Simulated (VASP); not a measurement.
# MoS2 (P6_3/mmc) in VASP: single point with LDA+U

Aim: the single point of MoS2 with LDA+U.

Everything below comes from runs of VASP 6.6.1. Logs are shortened: lines on timing, memory, paths and dates and some standing lists are left out, and cuts for length are marked.

**1. The cell of the first run**

Symmetry: P6_3/mmc, No. 194, hexagonal system. The conventional cell has a = 3.161 Å, b = 3.161 Å, c = 12.295 Å, α = 90.00°, β = 90.00°, γ = 120.00°. Within 3.2 Å of Mo (site symmetry -6m2) lie 6 S at 2.37 Å and 6 Mo at 3.16 Å. Within 3.2 Å of S (site symmetry 3m) lie 3 Mo at 2.37 Å and 7 S at 3.01 to 3.16 Å.

**2. Single point, LDA+U**

Contents of INCAR:

```
SYSTEM = MoS2
ALGO = Normal
EDIFF = 1E-6
ENCUT = 500
GGA = CA
GGA_COMPAT = .FALSE.
ISIF = 2
ISMEAR = 0
LASPH = .TRUE.
LCHARG = .TRUE.
LDAU = .TRUE.
LDAUJ = 0 0
LDAUL = 2 -1
LDAUPRINT = 1
LDAUTYPE = 2
LDAUU = 4 0
LELF = .TRUE.
LMAXMIX = 4
LREAL = .FALSE.
LVHAR = .TRUE.
LWAVE = .FALSE.
NBANDS = 35
NELM = 200
PREC = Accurate
SIGMA = 0.05
```

Contents of KPOINTS:

```
k-points
0
G
  7 7 2
  0 0 0
```

Contents of POSCAR:

```
MoS2
1.0
    3.1610015200      0.0000000000      0.0000000000
   -1.5805007600      2.7375076200      0.0000000000
    0.0000000000      0.0000000000     12.2949997000
Mo S
2 4
Direct
    0.3333333333      0.6666666667      0.2500000000
    0.6666666667      0.3333333333      0.7500000000
    0.3333333333      0.6666666667      0.6275000000
    0.6666666667      0.3333333333      0.1275000000
    0.3333333333      0.6666666667      0.8725000000
    0.6666666667      0.3333333333      0.3725000000
```

Potentials or basis: VASP PAW LDA potentials, release 64 (Mo_sv, S).

The run is started by

```console
> cat potpaw_LDA.64/Mo_sv/POTCAR potpaw_LDA.64/S/POTCAR > POTCAR
> mpirun -np 1 vasp_std > vasp.out
```

OUTCAR:

```text
SYSTEM = MoS2
   EDIFF = 1E-6
   ENCUT = 500
   GGA = CA
   ISIF = 2
   ISMEAR = 0
   LASPH = .TRUE.
   LREAL = .FALSE.
   NELM = 200
   PREC = Accurate

 ion  position               nearest neighbor table
   1  0.333  0.667  0.250-   4 2.37   6 2.37   4 2.37   6 2.37   4 2.37   6 2.37
   2  0.667  0.333  0.750-   3 2.37   5 2.37   3 2.37   5 2.37   3 2.37   5 2.37
   3  0.333  0.667  0.627-   2 2.37   2 2.37   2 2.37
   4  0.667  0.333  0.127-   1 2.37   1 2.37   1 2.37
   5  0.333  0.667  0.873-   2 2.37   2 2.37   2 2.37
   6  0.667  0.333  0.373-   1 2.37   1 2.37   1 2.37

  LATTYP: Found a hexagonal cell.
 ALAT       =     3.1610015200
 C/A-ratio  =     3.8895899360

  Lattice vectors:

 A1 = (   3.1610015200,   0.0000000000,   0.0000000000)
 A2 = (  -1.5805007600,   2.7375076200,   0.0000000000)
 A3 = (   0.0000000000,   0.0000000000,  12.2949997000)

Analysis of symmetry for initial positions (statically):
=====================================================================
 Subroutine PRICEL returns:
 Original cell was already a primitive cell.

 Routine SETGRP: Setting up the symmetry group for a
 hexagonal supercell.

 Subroutine GETGRP returns: Found 24 space group operations
 (whereof 12 operations were pure point group operations)
 out of a pool of 24 trial point group operations.

The static configuration has the point symmetry D_3d.
 The point group associated with its full space group is D_6h.

Analysis of symmetry for dynamics (positions and initial velocities):
=====================================================================
 Subroutine PRICEL returns:
 Original cell was already a primitive cell.

 Routine SETGRP: Setting up the symmetry group for a
 hexagonal supercell.

 Subroutine GETGRP returns: Found 24 space group operations
 (whereof 12 operations were pure point group operations)
 out of a pool of 24 trial point group operations.

The dynamic configuration has the point symmetry D_3d.
 The point group associated with its full space group is D_6h.

 Subroutine INISYM returns: Found 24 space group operations
 (whereof 12 operations are pure point group operations),
 and found     1 'primitive' translations

----------------------------------------------------------------------------------------

                                     Primitive cell

  volume of cell :     106.3919

  direct lattice vectors                    reciprocal lattice vectors
     3.161001520  0.000000000  0.000000000     0.316355432  0.182647893  0.000000000
    -1.580500760  2.737507620  0.000000000     0.000000000  0.365295787  0.000000000
     0.000000000  0.000000000 12.294999700     0.000000000  0.000000000  0.081333878

  length of vectors
     3.161001520  3.161001522 12.294999700     0.365295787  0.365295787  0.081333878

  position of ions in fractional coordinates (direct lattice)
     0.333333333  0.666666667  0.250000000
     0.666666667  0.333333333  0.750000000
     0.333333333  0.666666667  0.627500000
     0.666666667  0.333333333  0.127500000
     0.333333333  0.666666667  0.872500000
     0.666666667  0.333333333  0.372500000

  ion indices of the primitive-cell ions
   primitive index   ion index
                 1           1
                 2           2
                 3           3
                 4           4
                 5           5
                 6           6

----------------------------------------------------------------------------------------

 KPOINTS: k-points

Automatic generation of k-mesh.
 Grid dimensions read from file:
 generate k-points for:    7    7    2

 Generating k-lattice:
[... 45 lines left out ...]
   ISTART =      0    job   : 0-new  1-cont  2-samecut
   ICHARG =      2    charge: 1-file 2-atom 10-const
   ISPIN  =      1    spin polarized calculation?
   LNONCOLLINEAR =      F non collinear calculations
   LSORBIT =      F    spin-orbit coupling
   LASPH  =      T    aspherical Exc in radial PAW
   ENCUT  =  500.0 eV  36.75 Ry    6.06 a.u.   5.76  5.76 22.42*2*pi/ulx,y,z
   NELM   =    200;   NELMIN=  2; NELMDL= -5     # of ELM steps
   EDIFF  = 0.1E-05   stopping-criterion for ELM
   LREAL  =      F    real-space projection
[... 7 lines left out ...]
   TEBEG  =    0.0;   TEEND  =   0.0 temperature during run
   PSTRESS=    0.0 pullay stress
   NELECT =      52.0000    total number of electrons
   NUPDOWN=      -1.0000    fix difference up-down
   EMIN   =  10.00;   EMAX   =-10.00  energy-range for DOS
   EFERMI =   0.00;   METHOD = LEGACY
   ISMEAR =     0;   SIGMA  =   0.05  broadening in eV -4-tet -1-fermi 0-gaus
   EFERMI_NEDOS =   21; number of points for ismear=-14 and -15
   IALGO  =     38    algorithm
   IMIX   =      4    mixing-type and parameters
     AMIX     =   0.40;   BMIX     =  1.00
     AMIX_MAG =   1.60;   BMIX_MAG =  1.00
  volume/ion in A,a.u.               =      17.73       119.66
  Fermi-wavevector in a.u.,A,eV,Ry     =   1.289555  2.436905 22.625825  1.662951
  Thomas-Fermi vector in A             =   2.421440
   LORBIT       =      0    0 simple, 1 ext, 2 COOP (PROOUT), +10 PAW based schemes
 LDA+U is selected, type is set to LDAUTYPE =  2
   angular momentum for each species LDAUL =     2   -1
   U (eV)           for each species LDAUU =   4.0  0.0
   J (eV)           for each species LDAUJ =   0.0  0.0
   GGA     = CA    functional components
   LHFCALC =     F    Hartree Fock is set to
   AEXX    =    0.0000 exact exchange contribution
   IVDW    =     0    specifies the selected vdW correction
   LEPSILON=     F    determine dielectric tensor
   LRPA    =     F    only Hartree local field effects (RPA)
 non-spin polarized calculation
 Gauss-broadening in eV      SIGMA  =   0.05
  energy-cutoff  :      500.00
  volume of cell :      106.39
 maximum number of plane-waves:      2716
 NGX is ok and might be reduce to    24
   NGX = 11   NGY = 11   NGZ = 45

atom =   1  type =  1  l = 2

 onsite density matrix

spin component  1

  0.3981 -0.0000  0.0000 -0.0000 -0.0000
 -0.0000  0.3927 -0.0000 -0.0000  0.0000
  0.0000 -0.0000  0.4305 -0.0000  0.0000
 -0.0000 -0.0000 -0.0000  0.3927  0.0000
 -0.0000  0.0000  0.0000  0.0000  0.3981

spin component  2

  0.3981 -0.0000  0.0000 -0.0000 -0.0000
 -0.0000  0.3927 -0.0000 -0.0000  0.0000
  0.0000 -0.0000  0.4305 -0.0000  0.0000
 -0.0000 -0.0000 -0.0000  0.3927  0.0000
 -0.0000  0.0000  0.0000  0.0000  0.3981

 occupancies and eigenvectors

  o =  0.3927  v =  0.0000 -0.0000  0.0000 -1.0000  0.0000  0.0000  0.0000  0.0000  0.0000  0.0000      0.0000  0.0000  0.0000  0.0000  0.0000  0.0000  0.0000  0.0000  0.0000  0.0000
  o =  0.3927  v =  0.0000  0.0000  0.0000  0.0000  0.0000  0.0000 -0.0000  0.0000 -1.0000  0.0000      0.0000  0.0000  0.0000  0.0000  0.0000  0.0000  0.0000  0.0000  0.0000  0.0000
  o =  0.3927  v =  0.0000 -1.0000 -0.0000  0.0000  0.0000  0.0000  0.0000  0.0000  0.0000  0.0000      0.0000  0.0000  0.0000  0.0000  0.0000  0.0000  0.0000  0.0000  0.0000  0.0000
  o =  0.3927  v =  0.0000  0.0000  0.0000  0.0000  0.0000  0.0000 -1.0000 -0.0000  0.0000  0.0000      0.0000  0.0000  0.0000  0.0000  0.0000  0.0000  0.0000  0.0000  0.0000  0.0000
  o =  0.3981  v =  0.0000  0.0000 -0.0000  0.0000  1.0000  0.0000  0.0000  0.0000  0.0000  0.0000      0.0000  0.0000  0.0000  0.0000  0.0000  0.0000  0.0000  0.0000  0.0000  0.0000
  o =  0.3981  v =  0.0000  0.0000  0.0000  0.0000  0.0000  0.0000  0.0000 -0.0000  0.0000  1.0000      0.0000  0.0000  0.0000  0.0000  0.0000  0.0000  0.0000  0.0000  0.0000  0.0000
  o =  0.3981  v =  0.0000  0.0000  0.0000  0.0000  0.0000  1.0000  0.0000  0.0000  0.0000  0.0000      0.0000  0.0000  0.0000  0.0000  0.0000  0.0000  0.0000  0.0000  0.0000  0.0000
  o =  0.3981  v =  1.0000  0.0000  0.0000  0.0000  0.0000  0.0000  0.0000  0.0000  0.0000  0.0000      0.0000  0.0000  0.0000  0.0000  0.0000  0.0000  0.0000  0.0000  0.0000  0.0000
  o =  0.4305  v =  0.0000  0.0000 -1.0000 -0.0000 -0.0000  0.0000  0.0000  0.0000  0.0000  0.0000      0.0000  0.0000  0.0000  0.0000  0.0000  0.0000  0.0000  0.0000  0.0000  0.0000
  o =  0.4305  v =  0.0000  0.0000  0.0000  0.0000  0.0000  0.0000  0.0000 -1.0000 -0.0000 -0.0000      0.0000  0.0000  0.0000  0.0000  0.0000  0.0000  0.0000  0.0000  0.0000  0.0000

atom =   2  type =  1  l = 2

 onsite density matrix

spin component  1

  0.3981 -0.0000  0.0000 -0.0000  0.0000
 -0.0000  0.3927 -0.0000 -0.0000  0.0000
  0.0000 -0.0000  0.4305  0.0000  0.0000
 -0.0000 -0.0000  0.0000  0.3927 -0.0000
  0.0000  0.0000  0.0000 -0.0000  0.3981

spin component  2

  0.3981 -0.0000  0.0000 -0.0000  0.0000
 -0.0000  0.3927 -0.0000 -0.0000  0.0000
  0.0000 -0.0000  0.4305  0.0000  0.0000
 -0.0000 -0.0000  0.0000  0.3927 -0.0000
  0.0000  0.0000  0.0000 -0.0000  0.3981

 occupancies and eigenvectors

  o =  0.3927  v =  0.0000 -0.0000 -0.0000 -1.0000 -0.0000  0.0000  0.0000  0.0000  0.0000  0.0000      0.0000  0.0000  0.0000  0.0000  0.0000  0.0000  0.0000  0.0000  0.0000  0.0000
  o =  0.3927  v =  0.0000  0.0000  0.0000  0.0000  0.0000  0.0000 -0.0000 -0.0000 -1.0000 -0.0000      0.0000  0.0000  0.0000  0.0000  0.0000  0.0000  0.0000  0.0000  0.0000  0.0000
  o =  0.3927  v =  0.0000  1.0000 -0.0000 -0.0000 -0.0000  0.0000  0.0000  0.0000  0.0000  0.0000      0.0000  0.0000  0.0000  0.0000  0.0000  0.0000  0.0000  0.0000  0.0000  0.0000
  o =  0.3927  v =  0.0000  0.0000  0.0000  0.0000  0.0000  0.0000  1.0000 -0.0000 -0.0000 -0.0000      0.0000  0.0000  0.0000  0.0000  0.0000  0.0000  0.0000  0.0000  0.0000  0.0000
  o =  0.3981  v =  0.0000 -0.0000  0.0000  0.0000 -1.0000  0.0000  0.0000  0.0000  0.0000  0.0000      0.0000  0.0000  0.0000  0.0000  0.0000  0.0000  0.0000  0.0000  0.0000  0.0000
  o =  0.3981  v =  0.0000  0.0000  0.0000  0.0000  0.0000  0.0000 -0.0000  0.0000  0.0000 -1.0000      0.0000  0.0000  0.0000  0.0000  0.0000  0.0000  0.0000  0.0000  0.0000  0.0000
  o =  0.3981  v =  0.0000  0.0000  0.0000  0.0000  0.0000  1.0000  0.0000  0.0000  0.0000  0.0000      0.0000  0.0000  0.0000  0.0000  0.0000  0.0000  0.0000  0.0000  0.0000  0.0000
  o =  0.3981  v =  1.0000  0.0000  0.0000  0.0000  0.0000  0.0000  0.0000  0.0000  0.0000  0.0000      0.0000  0.0000  0.0000  0.0000  0.0000  0.0000  0.0000  0.0000  0.0000  0.0000
  o =  0.4305  v =  0.0000 -0.0000 -1.0000 -0.0000 -0.0000  0.0000  0.0000  0.0000  0.0000  0.0000      0.0000  0.0000  0.0000  0.0000  0.0000  0.0000  0.0000  0.0000  0.0000  0.0000
  o =  0.4305  v =  0.0000  0.0000  0.0000  0.0000  0.0000  0.0000 -0.0000 -1.0000 -0.0000 -0.0000      0.0000  0.0000  0.0000  0.0000  0.0000  0.0000  0.0000  0.0000  0.0000  0.0000

 number of electron      51.9999985 magnetization

 Free energy of the ion-electron system (eV)
  ---------------------------------------------------
  ext. energy  EPLUGINS =         0.00000000
  ---------------------------------------------------
  free energy    TOTEN  =       -39.22270344 eV

  energy without entropy =      -39.22270344  energy(sigma->0) =      -39.22270344

 E-fermi :   7.9768     XC(G=0): -11.0926

 val. band max:        7.6667010457   @ k =   0.0000   0.0000   0.0000
 cond. band min:       8.6147734375   @ k =   0.2857   0.2857   0.0000
 fundamental gap:      0.9480723918
 Fermi energy:         7.9768249781

 k-point     1 :       0.0000    0.0000    0.0000
  band No.  band energies     occupation
      1     -53.9838      2.00000
      2     -53.9838      2.00000
      3     -28.3291      2.00000
      4     -28.3290      2.00000
      5     -28.1273      2.00000
      6     -28.1273      2.00000
[... 597 lines left out ...]
     34      11.8375      0.00000
     35      14.1664      0.00000

------------------------ aborting loop because EDIFF is reached ----------------------------------------

  FORCE on cell =-STRESS in cart. coord.  units (eV):
  Direction    XX          YY          ZZ          XY          YZ          ZX
  --------------------------------------------------------------------------------------
  -------------------------------------------------------------------------------------
  Total        0.8359007      0.8359007      5.4782135     -0.0000000      0.0000000      0.0000000
  in kB       12.5879990     12.5879990     82.4975348     -0.0000000      0.0000000      0.0000000
  external PRESSURE =      35.8911776 kB  Pullay stress =       0.0000000 kB

 VOLUME and BASIS-vectors are now :
 -----------------------------------------------------------------------------
  energy-cutoff  :      500.00
  volume of cell :      106.39
      direct lattice vectors                 reciprocal lattice vectors
     3.161001520  0.000000000  0.000000000     0.316355432  0.182647893  0.000000000
    -1.580500760  2.737507620  0.000000000     0.000000000  0.365295787  0.000000000
     0.000000000  0.000000000 12.294999700     0.000000000  0.000000000  0.081333878

 POSITION                                       TOTAL-FORCE (eV/Angst)
 -----------------------------------------------------------------------------------
     -0.00000      1.82501      3.07375         0.000000     -0.000000      0.000000
      1.58050      0.91250      9.22125        -0.000000      0.000000      0.000000
     -0.00000      1.82501      7.71511        -0.000000     -0.000000     -1.037225
      1.58050      0.91250      1.56761         0.000000      0.000000     -1.037225
     -0.00000      1.82501     10.72739        -0.000000     -0.000000      1.037225
      1.58050      0.91250      4.57989         0.000000      0.000000      1.037225
 -----------------------------------------------------------------------------------
    total drift:                               -0.000000      0.000000     -0.000000

  FREE ENERGIE OF THE ION-ELECTRON SYSTEM (eV)
  ---------------------------------------------------
  free  energy   TOTEN  =       -39.2227034394 eV

  energy  without entropy=      -39.2227034394  energy(sigma->0) =      -39.22270344
```

Wall time 73 s (1 thread of Intel Xeon 8259CL, shared host); peak memory 0.2 GiB.

Results:

| Item | Value |
| --- | --- |
| Free energy | -39.2227 eV |
| Pressure | 3.6 GPa |
| Largest force | 1.037 eV/Å |
| Band gap on the k mesh | 0.95 eV (least direct gap 2.01 eV) |

Forces on the atoms (eV/Å):
```
Mo   0.000  0.000  0.000
Mo   0.000  0.000  0.000
S    0.000  0.000 -1.037
S    0.000  0.000 -1.037
S    0.000  0.000  1.037
S    0.000  0.000  1.037
```

Stress tensor (GPa, compression positive):
```
1.26 0.00 0.00
0.00 1.26 0.00
0.00 0.00 8.25
```

Eigenvalues of the final occupation matrices:
```tsv
site	spin	trace	eigenvalues
site 1 d	1	2.01	0.39 0.39 0.40 0.40 0.43
site 1 d	2	2.01	0.39 0.39 0.40 0.40 0.43
site 2 d	1	2.01	0.39 0.39 0.40 0.40 0.43
site 2 d	2	2.01	0.39 0.39 0.40 0.40 0.43
```

Caveat: the cell stands under pressure; an odd mesh through Γ misses points on the zone boundary, where band edges can lie; forces of over 1 eV/Å act on the atoms, so gaps and moduli don't describe the material at rest.
